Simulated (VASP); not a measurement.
# Pb (Pm-3m) in VASP: a series of runs

Pb is run at these levels: PBE; tasks: single point.

All numbers are computed with VASP 6.6.1; they aren't measurements. Logs are shortened: lines on timing, memory, paths and dates and some standing lists are left out, and cuts for length are marked.

**1. The cell of the first run**

The structure is cubic, space group Pm-3m (No. 221). Conventional cell: a = 2.666 Å, b = 2.666 Å, c = 2.666 Å, α = 90.00°, β = 90.00°, γ = 90.00°. Pb (site symmetry m-3m) has 6 Pb at 2.67 Å within 3.5 Å.

**2. Single point, PBE (volume scaled by 0.55)**

INCAR reads:

```
SYSTEM = Pb
PREC = Accurate
ENCUT = 520
EDIFF = 1E-7
ISMEAR = -1
SIGMA = 0.05
LREAL = .False.
LASPH = .True.
NELM = 60
ALGO = Normal
ISIF = 2
LWAVE = .False.
LCHARG = .False.
GGA = PE
NBANDS = 13
```

KPOINTS reads:

```
regular mesh
0
Gamma
  12 12 12
  0 0 0
```

POSCAR reads:

```
Pb
1.0
    2.6663831851      0.0000000000      0.0000000000
    0.0000000000      2.6663831851      0.0000000000
    0.0000000000      0.0000000000      2.6663831851
Pb
1
Direct
    0.0000000000      0.0000000000      0.0000000000
```

Potentials or basis: VASP PAW PBE potentials, release 64 (Pb_d).

On the command line:

```sh
$ cat potpaw_PBE.64/Pb_d/POTCAR > POTCAR
$ mpirun -np 1 vasp_std > vasp.out
```

OUTCAR:

```text
SYSTEM = Pb
   PREC = Accurate
   ENCUT = 520
   EDIFF = 1E-7
   ISMEAR = -1
   LREAL = .False.
   LASPH = .True.
   NELM = 60
   ISIF = 2
   GGA = PE

 ion  position               nearest neighbor table
   1  0.000  0.000  0.000-

  LATTYP: Found a simple cubic cell.
 ALAT       =     2.6663831851

  Lattice vectors:

 A1 = (   2.6663831851,   0.0000000000,   0.0000000000)
 A2 = (   0.0000000000,   2.6663831851,   0.0000000000)
 A3 = (   0.0000000000,   0.0000000000,   2.6663831851)

Analysis of symmetry for initial positions (statically):
=====================================================================
 Subroutine PRICEL returns:
 Original cell was already a primitive cell.

 Routine SETGRP: Setting up the symmetry group for a
 simple cubic supercell.

 Subroutine GETGRP returns: Found 48 space group operations
 (whereof 48 operations were pure point group operations)
 out of a pool of 48 trial point group operations.

The static configuration has the point symmetry O_h .

Analysis of symmetry for dynamics (positions and initial velocities):
=====================================================================
 Subroutine PRICEL returns:
 Original cell was already a primitive cell.

 Routine SETGRP: Setting up the symmetry group for a
 simple cubic supercell.

 Subroutine GETGRP returns: Found 48 space group operations
 (whereof 48 operations were pure point group operations)
 out of a pool of 48 trial point group operations.

The dynamic configuration has the point symmetry O_h .

 Subroutine INISYM returns: Found 48 space group operations
 (whereof 48 operations are pure point group operations),
 and found     1 'primitive' translations

----------------------------------------------------------------------------------------

                                     Primitive cell

  volume of cell :      18.9569

  direct lattice vectors                    reciprocal lattice vectors
     2.666383185  0.000000000  0.000000000     0.375039869  0.000000000  0.000000000
     0.000000000  2.666383185  0.000000000     0.000000000  0.375039869  0.000000000
     0.000000000  0.000000000  2.666383185     0.000000000  0.000000000  0.375039869

  length of vectors
     2.666383185  2.666383185  2.666383185     0.375039869  0.375039869  0.375039869

  position of ions in fractional coordinates (direct lattice)
     0.000000000  0.000000000  0.000000000

  ion indices of the primitive-cell ions
   primitive index   ion index
                 1           1

----------------------------------------------------------------------------------------

 KPOINTS: regular mesh

Automatic generation of k-mesh.
 Grid dimensions read from file:
 generate k-points for:   12   12   12

 Generating k-lattice:

  Cartesian coordinates                     Fractional coordinates (reciprocal lattice)
     0.031253322  0.000000000  0.000000000     0.083333333  0.000000000  0.000000000
     0.000000000  0.031253322  0.000000000     0.000000000  0.083333333  0.000000000
     0.000000000  0.000000000  0.031253322     0.000000000  0.000000000  0.083333333

  Length of vectors
     0.031253322  0.031253322  0.031253322

  Shift w.r.t. Gamma in fractional coordinates (k-lattice)
     0.000000000  0.000000000  0.000000000

 Subroutine IBZKPT returns following result:
 ===========================================

 Found     84 irreducible k-points:

 Following reciprocal coordinates:
            Coordinates               Weight
  0.000000  0.000000  0.000000      1.000000
  0.083333  0.000000  0.000000      6.000000
  0.166667  0.000000  0.000000      6.000000
  0.250000  0.000000  0.000000      6.000000
  0.333333  0.000000  0.000000      6.000000
  0.416667  0.000000  0.000000      6.000000
[... 16 lines left out ...]
  0.333333  0.333333  0.000000     12.000000
  0.416667  0.333333  0.000000     24.000000
 [... further k-points ...]
   k-points           NKPTS =     84   k-points in BZ     NKDIM =     84   number of bands    NBANDS=     13
   number of dos      NEDOS =    301   number of ions     NIONS =      1
   total plane-waves  NPLWV =   8000
   dimension x,y,z NGX =    20 NGY =   20 NGZ =   20
   dimension x,y,z NGXF=    40 NGYF=   40 NGZF=   40
   ions per type =               1
   NGX,Y,Z   is equivalent  to a cutoff of  12.47, 12.47, 12.47 a.u.
   NGXF,Y,Z  is equivalent  to a cutoff of  24.94, 24.94, 24.94 a.u.
 SYSTEM =  Pb
   PREC   = accura    normal or accurate (medium, high low for compatibility)
   ISTART =      0    job   : 0-new  1-cont  2-samecut
   ICHARG =      2    charge: 1-file 2-atom 10-const
   ISPIN  =      1    spin polarized calculation?
   LNONCOLLINEAR =      F non collinear calculations
   LSORBIT =      F    spin-orbit coupling
   LASPH  =      T    aspherical Exc in radial PAW
   ENCUT  =  520.0 eV  38.22 Ry    6.18 a.u.   4.96  4.96  4.96*2*pi/ulx,y,z
   NELM   =     60;   NELMIN=  2; NELMDL= -5     # of ELM steps
   EDIFF  = 0.1E-06   stopping-criterion for ELM
   LREAL  =      F    real-space projection
   EDIFFG = 0.1E-05   stopping-criterion for IOM
   NSW    =      0    number of steps for IOM
   IBRION =     -1    ionic relax: 0-MD 1-quasi-New 2-CG
   NFREE  =      0    steps in history (QN), initial steepest desc. (CG)
   ISIF   =      2    stress and relaxation
   ISYM   =      2    0-nonsym 1-usesym 2-fastsym
   POTIM  = 0.5000    time-step for ionic-motion
   TEBEG  =    0.0;   TEEND  =   0.0 temperature during run
   PSTRESS=    0.0 pullay stress
   NELECT =      14.0000    total number of electrons
   NUPDOWN=      -1.0000    fix difference up-down
   EMIN   =  10.00;   EMAX   =-10.00  energy-range for DOS
   EFERMI =   0.00;   METHOD = LEGACY
   ISMEAR =    -1;   SIGMA  =   0.05  broadening in eV -4-tet -1-fermi 0-gaus
   EFERMI_NEDOS =   21; number of points for ismear=-14 and -15
   IALGO  =     38    algorithm
   IMIX   =      4    mixing-type and parameters
     AMIX     =   0.40;   BMIX     =  1.00
     AMIX_MAG =   1.60;   BMIX_MAG =  1.00
  volume/ion in A,a.u.               =      18.96       127.93
  Fermi-wavevector in a.u.,A,eV,Ry     =   1.479772  2.796365 29.793039  2.189727
  Thomas-Fermi vector in A             =   2.593889
   LORBIT       =      0    0 simple, 1 ext, 2 COOP (PROOUT), +10 PAW based schemes
   GGA     = PE    functional components
   LHFCALC =     F    Hartree Fock is set to
   AEXX    =    0.0000 exact exchange contribution
   IVDW    =     0    specifies the selected vdW correction
   LEPSILON=     F    determine dielectric tensor
   LRPA    =     F    only Hartree local field effects (RPA)
 non-spin polarized calculation
  energy-cutoff  :      520.00
  volume of cell :       18.96
 maximum number of plane-waves:       536
 NGX is ok and might be reduce to    20
   NGX =  9   NGY =  9   NGZ =  9

 number of electron      14.0000008 magnetization

 Free energy of the ion-electron system (eV)
  ---------------------------------------------------
  ext. energy  EPLUGINS =         0.00000000
  ---------------------------------------------------
  free energy    TOTEN  =        -0.87710506 eV

  energy without entropy =       -0.87439206  energy(sigma->0) =       -0.87574856

 E-fermi :  14.3672     XC(G=0): -12.5645

 val. band max:       14.2983103417   @ k =   0.2500   0.1667   0.0833
 cond. band min:      14.4447803702   @ k =   0.4167   0.4167   0.4167
 fundamental gap:      0.1464700285
 Fermi energy:        14.3672331237

 k-point     1 :       0.0000    0.0000    0.0000
  band No.  band energies     occupation
      1      -5.5951      2.00000
      2      -5.5951      2.00000
      3      -3.1044      2.00000
      4      -3.1044      2.00000
      5      -3.1044      2.00000
      6      -2.3482      2.00000
      7      20.7980      0.00000
      8      20.7980      0.00000
      9      20.7980      0.00000
     10      26.2050      0.00000
     11      27.1696      0.00000
     12      27.1696      0.00000
     13      34.6893      0.00000

 k-point     2 :       0.0833    0.0000    0.0000
  band No.  band energies     occupation
      1      -5.5834      2.00000
      2      -5.4951      2.00000
      3      -3.1568      2.00000
      4      -3.1568      2.00000
      5      -3.1000      2.00000
      6      -2.1736      2.00000
      7      19.1988      0.00000
      8      21.0317      0.00000
      9      21.0317      0.00000
     10      26.5749      0.00000
     11      27.0050      0.00000
     12      28.5648      0.00000
     13      34.4751      0.00000

 k-point     3 :       0.1667    0.0000    0.0000
  band No.  band energies     occupation
      1      -5.5513      2.00000
      2      -5.2385      2.00000
      3      -3.2977      2.00000
      4      -3.2977      2.00000
      5      -3.0880      2.00000
      6      -1.6228      2.00000
      7      16.3556      0.00000
      8      21.7017      0.00000
      9      21.7017      0.00000
     10      26.5611      0.00000
     11      26.6570      0.00000
     12      31.7670      0.00000
     13      34.0307      0.00000

 k-point     4 :       0.2500    0.0000    0.0000
  band No.  band energies     occupation
      1      -5.5071      2.00000
      2      -4.9270      2.00000
      3      -3.4848      2.00000
      4      -3.4848      2.00000
      5      -3.0716      2.00000
      6      -0.6424      2.00000
      7      13.3909      2.00000
      8      22.7177      0.00000
      9      22.7177      0.00000
     10      25.9738      0.00000
     11      26.6370      0.00000
     12      33.6320      0.00000
     13      34.4497      0.00000

 k-point     5 :       0.3333    0.0000    0.0000
  band No.  band energies     occupation
      1      -5.4625      2.00000
      2      -4.6553      2.00000
      3      -3.6660      2.00000
      4      -3.6660      2.00000
      5      -3.0552      2.00000
      6       0.7798      2.00000
      7      10.5233      2.00000
      8      23.9241      0.00000
      9      23.9241      0.00000
     10      25.4124      0.00000
     11      26.5181      0.00000
     12      33.3665      0.00000
     13      33.5237      0.00000
[... 257 lines left out ...]
 k-point    22 :       0.5000    0.2500    0.0000
  band No.  band energies     occupation
      1      -5.0316      2.00000
      2      -4.4920      2.00000
      3      -3.7886      2.00000
      4      -3.5300      2.00000
      5      -3.3968      2.00000
      6       5.0120      2.00000
      7       7.9133      2.00000
      8      18.0926      0.00000
      9      21.0707      0.00000
     10      26.6700      0.00000
     11      28.1778      0.00000
     12      30.5478      0.00000
     13      31.6040      0.00000

 k-point    23 :       0.3333    0.3333    0.0000
  band No.  band energies     occupation
      1      -5.0037      2.00000
      2      -4.5314      2.00000
      3      -3.6043      2.00000
      4      -3.5813      2.00000
      5      -3.4230      2.00000
      6       3.3924      2.00000
      7      12.3436      2.00000
      8      14.0016      1.99867
      9      21.8345      0.00000
     10      27.3099      0.00000
     11      27.5214      0.00000
     12      29.9420      0.00000
     13      33.4850      0.00000

 k-point    24 :       0.4167    0.3333    0.0000
  band No.  band energies     occupation
      1      -4.9469      2.00000
      2      -4.7134      2.00000
      3      -3.7173      2.00000
      4      -3.5744      2.00000
      5      -3.0925      2.00000
      6       4.9258      2.00000
      7      10.3361      2.00000
      8      14.5137      0.10151
      9      20.0850      0.00000
     10      27.4403      0.00000
     11      28.9953      0.00000
     12      29.4910      0.00000
     13      32.3249      0.00000

 [... further k-points ...]

------------------------ aborting loop because EDIFF is reached ----------------------------------------

  FORCE on cell =-STRESS in cart. coord.  units (eV):
  Direction    XX          YY          ZZ          XY          YZ          ZX
  --------------------------------------------------------------------------------------
  -------------------------------------------------------------------------------------
  Total       10.9535236     10.9535236     10.9535236      0.0000000      0.0000000     -0.0000000
  in kB      925.7564485    925.7564485    925.7564485      0.0000000      0.0000000     -0.0000000
  external PRESSURE =     925.7564485 kB  Pullay stress =       0.0000000 kB

 VOLUME and BASIS-vectors are now :
 -----------------------------------------------------------------------------
  energy-cutoff  :      520.00
  volume of cell :       18.96
      direct lattice vectors                 reciprocal lattice vectors
     2.666383185  0.000000000  0.000000000     0.375039869  0.000000000  0.000000000
     0.000000000  2.666383185  0.000000000     0.000000000  0.375039869  0.000000000
     0.000000000  0.000000000  2.666383185     0.000000000  0.000000000  0.375039869

 POSITION                                       TOTAL-FORCE (eV/Angst)
 -----------------------------------------------------------------------------------
      0.00000      0.00000      0.00000         0.000000      0.000000      0.000000
 -----------------------------------------------------------------------------------
    total drift:                               -0.000000      0.000000      0.000000

  FREE ENERGIE OF THE ION-ELECTRON SYSTEM (eV)
  ---------------------------------------------------
  free  energy   TOTEN  =        -0.8771050572 eV

  energy  without entropy=       -0.8743920574  energy(sigma->0) =       -0.87574856
```

It took 8.2 s on 1 thread of Intel Xeon Platinum 8488C (Sapphire Rapids), shared host; peak memory 0.13 GiB.

What came out:

- Free energy: -0.8771 eV
- Pressure: 92.6 GPa
- Band gap on the k mesh: zero (band 7 reaches 20.80 eV, above the bottom of band 8 at 10.15 eV)

Caveat: spin-orbit coupling is left out, which moves the levels of the heavy elements.

**3. Single point, PBE (volume scaled by 0.65)**

INCAR reads:

```
SYSTEM = Pb
PREC = Accurate ; ENCUT = 520
EDIFF = 1E-6 ; ISMEAR = -1
SIGMA = 0.05 ; LREAL = .FALSE.
LASPH = .TRUE. ; NELM = 80
ALGO = Normal ; ISIF = 2
LWAVE = .FALSE. ; LCHARG = .FALSE.
GGA = PE ; NBANDS = 13
```

KPOINTS reads:

```
regular mesh
0
G
  12 12 12
  0 0 0
```

POSCAR reads:

```
Pb
1.0
    2.8190716727      0.0000000000      0.0000000000
    0.0000000000      2.8190716727      0.0000000000
    0.0000000000      0.0000000000      2.8190716727
Pb
1
Direct
    0.0000000000      0.0000000000      0.0000000000
```

Potentials or basis: VASP PAW PBE potentials, release 64 (Pb_d).

On the command line:

```sh
$ cat potpaw_PBE.64/Pb_d/POTCAR > POTCAR
$ mpirun -np 1 vasp_std > vasp.out
```

Wall time 8.3 s (1 thread of Intel Xeon Platinum 8488C (Sapphire Rapids), shared host); peak memory 0.14 GiB.

The run converged. Its results:

* Free energy: -2.2790 eV
* Pressure: 43.8 GPa
* Band gap on the k mesh: zero (band 7 reaches 17.47 eV, above the bottom of band 8 at 8.01 eV)

Levels at points of the mesh, in eV from the Fermi level:
| k point | band 3 | band 4 | band 5 | band 6 | band 7 | band 8 | band 9 | band 10 | band 11 | band 12 |
| --- | --- | --- | --- | --- | --- | --- | --- | --- | --- | --- |
| (0.00, 0.00, 0.00) | -17.07 | -17.07 | -17.07 | -14.70 | 6.12 | 6.12 | 6.12 | 10.67 | 11.64 | 11.64 |
| (0.50, 0.00, 0.00) | -17.55 | -17.55 | -17.03 | -9.97 | -6.63 | 10.06 | 10.06 | 10.93 | 11.73 | 16.20 |
| (0.50, 0.50, 0.00) | -17.49 | -17.49 | -16.58 | -5.70 | -3.33 | -3.33 | 3.17 | 13.92 | 13.92 | 15.49 |
| (0.50, 0.50, 0.50) | -18.17 | -16.55 | -16.55 | -1.02 | -0.01 | -0.01 | -0.01 | 5.62 | 7.27 | 7.27 |

Caveat: spin-orbit coupling is left out, which moves the levels of the heavy elements.

**4. Single point, PBE (volume scaled by 0.65)**

INCAR reads:

```
ALGO = Normal ; EDIFF = 1E-6
ENCUT = 520 ; GGA = PE
ISIF = 2 ; ISMEAR = -1
LASPH = T ; LCHARG = F
LREAL = F ; LWAVE = F
NBANDS = 13 ; NELM = 60
PREC = Accurate ; SIGMA = 0.05
```

KPOINTS reads:

```
k-points
0
Gamma
  12 12 12
```

POSCAR is that of step 3.

On the command line:

```sh
$ cat potpaw_PBE.64/Pb_d/POTCAR > POTCAR
$ mpirun -np 1 vasp_std > vasp.out
```

Wall time 8.4 s (1 thread of Intel Xeon Platinum 8488C (Sapphire Rapids), shared host); peak memory 0.15 GiB.

Results (log left out):

| Quantity | Value |
| --- | --- |
| Free energy | -2.2790 eV |
| Pressure | 43.8 GPa |
| Band gap on the k mesh | zero (band 7 reaches 17.47 eV, above the bottom of band 8 at 8.01 eV) |

Levels at points of the mesh, in eV from the Fermi level:
| k point | band 5 | band 6 | band 7 | band 8 | band 9 | band 10 |
| --- | --- | --- | --- | --- | --- | --- |
| (0.00, 0.00, 0.00) | -17.07 | -14.70 | 6.12 | 6.12 | 6.12 | 10.67 |
| (0.50, 0.00, 0.00) | -17.03 | -9.97 | -6.63 | 10.06 | 10.06 | 10.93 |
| (0.50, 0.50, 0.00) | -16.58 | -5.70 | -3.33 | -3.33 | 3.17 | 13.92 |
| (0.50, 0.50, 0.50) | -16.55 | -1.02 | -0.01 | -0.01 | -0.01 | 5.62 |

Caveat: spin-orbit coupling is left out, which moves the levels of the heavy elements.
